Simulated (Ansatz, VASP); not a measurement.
**One calculation of Si4O7, two programs**

```
Si O
1.0
     0.00000    4.23580   -2.68994
     0.00000   -4.23580   -2.68994
    -4.23580    0.00000    2.68994
Si O
4 7
Direct
  0.25000 0.75000 0.50000
  0.75000 0.25000 0.50000
  0.00000 0.00000 0.00000
  0.50000 0.50000 0.00000
  0.00000 0.30698 0.30698
  0.55698 0.75000 0.80698
  0.05698 0.25000 0.80698
  0.00000 0.69302 0.69302
  0.45827 0.04825 0.50652
  0.94302 0.75000 0.19302
  0.44302 0.25000 0.19302
```

Change from the starting cell: O vacancy; atom 9 moved 0.375 of the way to it and -0.250 Å across, host rigid.

Alike in both runs: task single point; functional PBE; k mesh 6 × 6 × 6; occupations gaussian, width 0.05 eV; no spin polarisation.

```csv
,VASP,Ansatz
version,VASP 6.6.1,Ansatz 0.2.0
potentials or method,"VASP PAW PBE potentials, release 64 (Si, O), cutoff 520 eV","scalar-relativistic, plane waves, PAW"
valence electrons in the cell,58,58
```

```csv
,VASP,Ansatz,Ansatz less VASP
gap on the k mesh at the Fermi level (eV),0.12,0.12,+0.001
least direct gap on the mesh (eV),0.65,0.64,-0.004
rms of the force components (eV/Å),4.053,4.104,+0.0501
```

Atom by atom the forces differ by 0.056 eV/Å (rms over components).
